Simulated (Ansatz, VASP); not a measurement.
**Two plane-wave programs on SiSn3O8**

```xyz
12
Lattice="3.2646 -3.2571 0.0000 3.2646 3.2571 0.0000 0.0000 0.0000 6.1546" Properties=species:S:1:pos:R:3 pbc="T T T"
Sn    3.2646    0.0000    1.6061
Sn    0.0000    0.0000    0.0000
Sn    3.2646    0.0000    4.5485
O     1.1992    0.0000    1.7089
O     5.3301    0.0000    1.7089
O     3.2646   -1.2529    0.0000
O     3.2646    1.2529    0.0000
O     1.1992    0.0000    4.4457
O     5.3301    0.0000    4.4457
O     3.2646   -1.4235    3.0773
O     3.2646    1.4235    3.0773
Si    0.0000    0.0000    3.0773
```

Alike in both runs: task single point; functional PBE; k mesh 6 × 6 × 4; occupations fermi-dirac, width 0.02 eV; no spin polarisation.

```csv
,VASP,Ansatz
version,VASP 6.6.1,Ansatz 0.2.0
potentials or method,"VASP PAW PBE potentials, release 64 (Sn_d, O, Si)","plane waves, PAW"
plane-wave cutoff (eV),520,420
valence electrons in the cell,94,94
```

Ansatz gave:

* gap on the k mesh at the Fermi level (eV): 1.43
* pressure (GPa): 8.2
* rms of the force components (eV/Å): 0.043

Q: Estimate VASP's values.

A: gap on the k mesh at the Fermi level (eV): 1.42; pressure (GPa): 8.8; rms of the force components (eV/Å): 0.060.
